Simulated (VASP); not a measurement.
MnO:

```
Mn O
1.0
     0.00000    2.22391    2.22391
     2.22391    0.00000    2.22391
     2.22391    2.22391    0.00000
Mn O
1 1
Direct
  0.00000 0.00000 0.00000
  0.50000 0.50000 0.50000
```

* Program: VASP 6.6.1
* Task: relaxation of cell and atoms
* Functional: revPBE
* Potentials or basis: VASP PAW PBE potentials, release 64 (Mn_pv, O)
* Cutoff: 600 eV
* k mesh: 10 × 10 × 10
* Occupations: fermi-dirac, width 0.05 eV
* Spin: collinear spin, ferromagnetic start
* Starting moments: [4.0, 0.0] μB

At the start: pressure 4.1 GPa; volume 11.00 Å³/atom.

Where does the relaxation end?

Over 3 steps the energy falls by 5.2 meV/atom and the volume is 11.42 Å³/atom (+3.8 %); space group Fm-3m (No. 225, to 0.05 Å); moment 4.89 μB per cell.

Step by step:
| step | energy change (eV) | largest force (eV/Å) | pressure (GPa) | volume (Å³) |
| --- | --- | --- | --- | --- |
| 1 | 0.0000 | 0.0000 | 4.15 | 22.00 |
| 2 | -0.0103 | 0.0000 | -0.32 | 22.92 |
| 3 | -0.0104 | 0.0000 | -0.01 | 22.84 |

Final structure:
```
Mn O
1.0
     0.00000    2.25196    2.25196
     2.25196    0.00000    2.25196
     2.25196    2.25196    0.00000
Mn O
1 1
Direct
  0.00000 0.00000 0.00000
  0.50000 0.50000 0.50000
```

Caveat: the PAW data sets were made with another functional, which shifts forces and pressure a little; a cell with one magnetic atom can't hold antiferromagnetic order, which such compounds often take.
